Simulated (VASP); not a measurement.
Input of a VASP 6.6.1 run:

File INCAR:

```
SYSTEM = LaAgO3
PREC = Accurate
ENCUT = 520
EDIFF = 1E-6
ISMEAR = -1
SIGMA = 0.15
LREAL = .FALSE.
LASPH = .TRUE.
NELM = 80
ALGO = Normal
ISIF = 2
LWAVE = .FALSE.
LCHARG = .TRUE.
LELF = .TRUE.
LVHAR = .TRUE.
NBANDS = 28
```

File KPOINTS:

```
regular mesh
0
G
  6 6 6
  0 0 0
```

Contents of POSCAR:

```
LaAgO3
1.0
    4.0387959009      0.0000000000      0.0000000000
    0.0000000000      4.0387959009      0.0000000000
    0.0000000000      0.0000000000      4.0387959009
La Ag O
1 1 3
Direct
    0.5000000000      0.5000000000      0.5000000000
    0.0000000000      0.0000000000      0.0000000000
    0.5000000000      0.0000000000      0.0000000000
    0.0000000000      0.5000000000      0.0000000000
    0.0000000000      0.0000000000      0.5000000000
```

Potentials or basis: VASP PAW LDA potentials, release 64 (La, Ag, O).

Run with:

```bash
$ cat potpaw_LDA.64/La/POTCAR potpaw_LDA.64/Ag/POTCAR potpaw_LDA.64/O/POTCAR > POTCAR
$ mpirun -np 1 vasp_std > vasp.out
```

Question: Estimate the pressure.

Answer: -5.4 GPa.

Question: What does it give for the band gap on the k mesh?

Answer: Zero (band 20 reaches 9.77 eV, above the bottom of band 21 at 5.81 eV).

Caveat: spin-orbit coupling is left out, which moves the levels of the heavy elements.
